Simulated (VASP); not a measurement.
# Al (Fm-3m) in VASP: single point with PBE

Aim: the single point of Al with PBE.

Everything below comes from runs of VASP 6.6.1. Logs are shortened: lines on timing, memory, paths and dates and some standing lists are left out, and cuts for length are marked.

### 1 The cell of the first run

It takes space group Fm-3m (No. 225, cubic). The conventional cell has a = 4.000 Å, b = 4.000 Å, c = 4.000 Å, α = 90.00°, β = 90.00°, γ = 90.00°. Al (site symmetry m-3m) has 12 Al at 2.83 Å within 3.7 Å.

### 2 Single point, PBE

Input file INCAR:

```
SYSTEM = Al
PREC     = Accurate       ! precision mode
ENCUT    = 500            ! plane-wave cutoff, eV
EDIFF    = 1E-6           ! SCF threshold, eV
ISMEAR   = -1             ! smearing method
SIGMA    = 0.06122561905347299 ! smearing width, eV
LREAL    = .FALSE.        ! projectors in reciprocal space
LASPH    = .TRUE.         ! aspherical terms in the spheres
NELM     = 120            ! most SCF steps
ALGO     = Normal         ! electronic algorithm
ISIF     = 2              ! what is computed and relaxed
LWAVE    = .FALSE.        ! write WAVECAR
LCHARG   = .TRUE.         ! write CHGCAR
GGA      = PE             ! functional
LELF     = .TRUE.         ! ELF
LVHAR    = .TRUE.       
NBANDS   = 8              ! bands
GGA_COMPAT= .FALSE.
```

Input file KPOINTS:

```
regular mesh
0
G
  12 12 12
  0 0 0
```

Input file POSCAR:

```
Al
1.0
    0.0000000000      2.0000224164      2.0000224164
    2.0000224164      0.0000000000      2.0000224164
    2.0000224164      2.0000224164      0.0000000000
Al
1
Direct
    0.0000000000      0.0000000000      0.0000000000
```

Potentials or basis: VASP PAW PBE potentials, release 64 (Al).

Launch:

```sh
> cat potpaw_PBE.64/Al/POTCAR > POTCAR
> mpirun -np 1 vasp_std > vasp.out
```

OUTCAR:

```text
SYSTEM = Al
   PREC = Accurate
   ENCUT = 500
   EDIFF = 1E-6
   ISMEAR = -1
   LREAL = .FALSE.
   LASPH = .TRUE.
   NELM = 120
   ISIF = 2
   GGA = PE

 ion  position               nearest neighbor table
   1  0.000  0.000  0.000-

  LATTYP: Found a face centered cubic cell.
 ALAT       =     4.0000448328

  Lattice vectors:

 A1 = (   0.0000000000,   2.0000224164,   2.0000224164)
 A2 = (   2.0000224164,   0.0000000000,   2.0000224164)
 A3 = (   2.0000224164,   2.0000224164,   0.0000000000)

Analysis of symmetry for initial positions (statically):
=====================================================================
 Subroutine PRICEL returns:
 Original cell was already a primitive cell.

 Routine SETGRP: Setting up the symmetry group for a
 face centered cubic supercell.

 Subroutine GETGRP returns: Found 48 space group operations
 (whereof 48 operations were pure point group operations)
 out of a pool of 48 trial point group operations.

The static configuration has the point symmetry O_h .

Analysis of symmetry for dynamics (positions and initial velocities):
=====================================================================
 Subroutine PRICEL returns:
 Original cell was already a primitive cell.

 Routine SETGRP: Setting up the symmetry group for a
 face centered cubic supercell.

 Subroutine GETGRP returns: Found 48 space group operations
 (whereof 48 operations were pure point group operations)
 out of a pool of 48 trial point group operations.

The dynamic configuration has the point symmetry O_h .

 Subroutine INISYM returns: Found 48 space group operations
 (whereof 48 operations are pure point group operations),
 and found     1 'primitive' translations

----------------------------------------------------------------------------------------

                                     Primitive cell

  volume of cell :      16.0005

  direct lattice vectors                    reciprocal lattice vectors
     0.000000000  2.000022416  2.000022416    -0.249997198  0.249997198  0.249997198
     2.000022416  0.000000000  2.000022416     0.249997198 -0.249997198  0.249997198
     2.000022416  2.000022416  0.000000000     0.249997198  0.249997198 -0.249997198

  length of vectors
     2.828458826  2.828458826  2.828458826     0.433007849  0.433007849  0.433007849

  position of ions in fractional coordinates (direct lattice)
     0.000000000  0.000000000  0.000000000

  ion indices of the primitive-cell ions
   primitive index   ion index
                 1           1

----------------------------------------------------------------------------------------

 KPOINTS: regular mesh

Automatic generation of k-mesh.
 Grid dimensions read from file:
 generate k-points for:   12   12   12

 Generating k-lattice:

  Cartesian coordinates                     Fractional coordinates (reciprocal lattice)
    -0.020833100  0.020833100  0.020833100     0.083333333  0.000000000  0.000000000
     0.020833100 -0.020833100  0.020833100     0.000000000  0.083333333  0.000000000
     0.020833100  0.020833100 -0.020833100     0.000000000  0.000000000  0.083333333

  Length of vectors
     0.036083987  0.036083987  0.036083987

  Shift w.r.t. Gamma in fractional coordinates (k-lattice)
     0.000000000  0.000000000  0.000000000

 Subroutine IBZKPT returns following result:
 ===========================================

 Found     72 irreducible k-points:

 Following reciprocal coordinates:
            Coordinates               Weight
  0.000000  0.000000  0.000000      1.000000
  0.083333  0.000000  0.000000      8.000000
  0.166667  0.000000  0.000000      8.000000
  0.250000  0.000000  0.000000      8.000000
  0.333333  0.000000  0.000000      8.000000
  0.416667  0.000000  0.000000      8.000000
[... 16 lines left out ...]
  0.500000  0.166667  0.000000     24.000000
 -0.416667  0.166667  0.000000     24.000000
 [... further k-points ...]
   k-points           NKPTS =     72   k-points in BZ     NKDIM =     72   number of bands    NBANDS=      8
   number of dos      NEDOS =    301   number of ions     NIONS =      1
   total plane-waves  NPLWV =  13824
   dimension x,y,z NGX =    24 NGY =   24 NGZ =   24
   dimension x,y,z NGXF=    48 NGYF=   48 NGZF=   48
   ions per type =               1
   NGX,Y,Z   is equivalent  to a cutoff of  14.11, 14.11, 14.11 a.u.
   NGXF,Y,Z  is equivalent  to a cutoff of  28.21, 28.21, 28.21 a.u.
 SYSTEM =  Al
   PREC   = accura    normal or accurate (medium, high low for compatibility)
   ISTART =      0    job   : 0-new  1-cont  2-samecut
   ICHARG =      2    charge: 1-file 2-atom 10-const
   ISPIN  =      1    spin polarized calculation?
   LNONCOLLINEAR =      F non collinear calculations
   LSORBIT =      F    spin-orbit coupling
   LASPH  =      T    aspherical Exc in radial PAW
   ENCUT  =  500.0 eV  36.75 Ry    6.06 a.u.   5.16  5.16  5.16*2*pi/ulx,y,z
   NELM   =    120;   NELMIN=  2; NELMDL= -5     # of ELM steps
   EDIFF  = 0.1E-05   stopping-criterion for ELM
   LREAL  =      F    real-space projection
   EDIFFG = 0.1E-04   stopping-criterion for IOM
   NSW    =      0    number of steps for IOM
   IBRION =     -1    ionic relax: 0-MD 1-quasi-New 2-CG
   NFREE  =      0    steps in history (QN), initial steepest desc. (CG)
   ISIF   =      2    stress and relaxation
   ISYM   =      2    0-nonsym 1-usesym 2-fastsym
   POTIM  = 0.5000    time-step for ionic-motion
   TEBEG  =    0.0;   TEEND  =   0.0 temperature during run
   PSTRESS=    0.0 pullay stress
   NELECT =       3.0000    total number of electrons
   NUPDOWN=      -1.0000    fix difference up-down
   EMIN   =  10.00;   EMAX   =-10.00  energy-range for DOS
   EFERMI =   0.00;   METHOD = LEGACY
   ISMEAR =    -1;   SIGMA  =   0.06  broadening in eV -4-tet -1-fermi 0-gaus
   EFERMI_NEDOS =   21; number of points for ismear=-14 and -15
   IALGO  =     38    algorithm
   IMIX   =      4    mixing-type and parameters
     AMIX     =   0.40;   BMIX     =  1.00
     AMIX_MAG =   1.60;   BMIX_MAG =  1.00
  volume/ion in A,a.u.               =      16.00       107.98
  Fermi-wavevector in a.u.,A,eV,Ry     =   0.936995  1.770663 11.945354  0.877959
  Thomas-Fermi vector in A             =   2.064060
   LORBIT       =      0    0 simple, 1 ext, 2 COOP (PROOUT), +10 PAW based schemes
   GGA     = PE    functional components
   LHFCALC =     F    Hartree Fock is set to
   AEXX    =    0.0000 exact exchange contribution
   IVDW    =     0    specifies the selected vdW correction
   LEPSILON=     F    determine dielectric tensor
   LRPA    =     F    only Hartree local field effects (RPA)
 non-spin polarized calculation
  energy-cutoff  :      500.00
  volume of cell :       16.00
 maximum number of plane-waves:       419
 NGX is ok and might be reduce to    24
   NGX = 11   NGY = 11   NGZ = 11

 number of electron       3.0000000 magnetization

 Free energy of the ion-electron system (eV)
  ---------------------------------------------------
  ext. energy  EPLUGINS =         0.00000000
  ---------------------------------------------------
  free energy    TOTEN  =        -3.75149439 eV

  energy without entropy =       -3.74636892  energy(sigma->0) =       -3.74893165

 E-fermi :   8.2031     XC(G=0): -10.3078

 val. band max:        8.0940250329   @ k =  -0.3333   0.4167   0.0833
 cond. band min:       8.2623273206   @ k =  -0.4167   0.4167   0.0833
 fundamental gap:      0.1683022877
 Fermi energy:         8.2031197150

 k-point     1 :       0.0000    0.0000    0.0000
  band No.  band energies     occupation
      1      -3.0235      2.00000
      2      21.1164      0.00000
      3      21.1164      0.00000
      4      21.1164      0.00000
      5      22.8448      0.00000
      6      22.8448      0.00000
      7      22.8448      0.00000
      8      25.0155      0.00000

 k-point     2 :       0.0833    0.0000    0.0000
  band No.  band energies     occupation
      1      -2.8309      2.00000
      2      18.5034      0.00000
      3      20.5861      0.00000
      4      20.5861      0.00000
      5      23.4366      0.00000
      6      23.6742      0.00000
      7      23.6742      0.00000
      8      26.9031      0.00000

 k-point     3 :       0.1667    0.0000    0.0000
  band No.  band energies     occupation
      1      -2.2547      2.00000
      2      15.0860      0.00000
      3      19.8977      0.00000
      4      19.8977      0.00000
      5      23.2204      0.00000
      6      24.7436      0.00000
      7      24.7436      0.00000
      8      25.8791      0.00000

 k-point     4 :       0.2500    0.0000    0.0000
  band No.  band energies     occupation
      1      -1.2996      2.00000
      2      11.8273      0.00000
      3      19.4572      0.00000
      4      19.4572      0.00000
      5      22.9718      0.00000
      6      23.3827      0.00000
      7      23.3827      0.00000
      8      27.4552      0.00000

 k-point     5 :       0.3333    0.0000    0.0000
  band No.  band energies     occupation
      1       0.0264      2.00000
      2       8.8312      0.00007
      3      19.3191      0.00000
      4      19.3191      0.00000
      5      21.9585      0.00000
      6      21.9585      0.00000
      7      22.9378      0.00000
      8      26.0078      0.00000
[... 177 lines left out ...]
 k-point    22 :       0.4167    0.1667    0.0000
  band No.  band energies     occupation
      1       1.2143      2.00000
      2       8.5166      0.01189
      3      15.7520      0.00000
      4      16.4126      0.00000
      5      18.1663      0.00000
      6      25.4665      0.00000
      7      25.6152      0.00000
      8      28.5366      0.00000

 k-point    23 :       0.5000    0.1667    0.0000
  band No.  band energies     occupation
      1       3.0050      2.00000
      2       5.9516      2.00000
      3      14.6688      0.00000
      4      16.6922      0.00000
      5      18.5045      0.00000
      6      24.6200      0.00000
      7      27.0454      0.00000
      8      28.9754      0.00000

 k-point    24 :      -0.4167    0.1667    0.0000
  band No.  band energies     occupation
      1       3.6739      2.00000
      2       5.1683      2.00000
      3      13.9282      0.00000
      4      17.2995      0.00000
      5      19.1822      0.00000
      6      23.9184      0.00000
      7      26.7188      0.00000
      8      29.6812      0.00000

 [... further k-points ...]
[... 5 lines left out ...]
  --------------------------------------------------------------------------------------
  -------------------------------------------------------------------------------------
  Total        0.2720751      0.2720751      0.2720751      0.0000000      0.0000000     -0.0000000
  in kB       27.2436147     27.2436147     27.2436147      0.0000000      0.0000000     -0.0000000
  external PRESSURE =      27.2436147 kB  Pullay stress =       0.0000000 kB

 VOLUME and BASIS-vectors are now :
 -----------------------------------------------------------------------------
  energy-cutoff  :      500.00
  volume of cell :       16.00
      direct lattice vectors                 reciprocal lattice vectors
     0.000000000  2.000022416  2.000022416    -0.249997198  0.249997198  0.249997198
     2.000022416  0.000000000  2.000022416     0.249997198 -0.249997198  0.249997198
     2.000022416  2.000022416  0.000000000     0.249997198  0.249997198 -0.249997198

 POSITION                                       TOTAL-FORCE (eV/Angst)
 -----------------------------------------------------------------------------------
      0.00000      0.00000      0.00000         0.000000      0.000000     -0.000000
 -----------------------------------------------------------------------------------
    total drift:                                0.000000     -0.000000     -0.000000

  FREE ENERGIE OF THE ION-ELECTRON SYSTEM (eV)
  ---------------------------------------------------
  free  energy   TOTEN  =        -3.7514943856 eV

  energy  without entropy=       -3.7463689169  energy(sigma->0) =       -3.74893165
```

Wall time 13 s (1 thread of Intel Xeon 8259CL, shared host); peak memory 0.13 GiB.

Results:

```yaml
Free_energy: -3.7515 eV
Pressure: 2.7 GPa
```

Levels at points of the mesh, in eV from the Fermi level:
```csv
k point,band 1,band 2,band 3,band 4
"(0.00, 0.00, 0.00)",-11.23,12.91,12.91,12.91
"(0.50, 0.00, 0.00)",-4.59,-4.30,11.73,11.73
"(0.50, 0.50, 0.00)",-2.88,-1.49,5.39,5.86
```
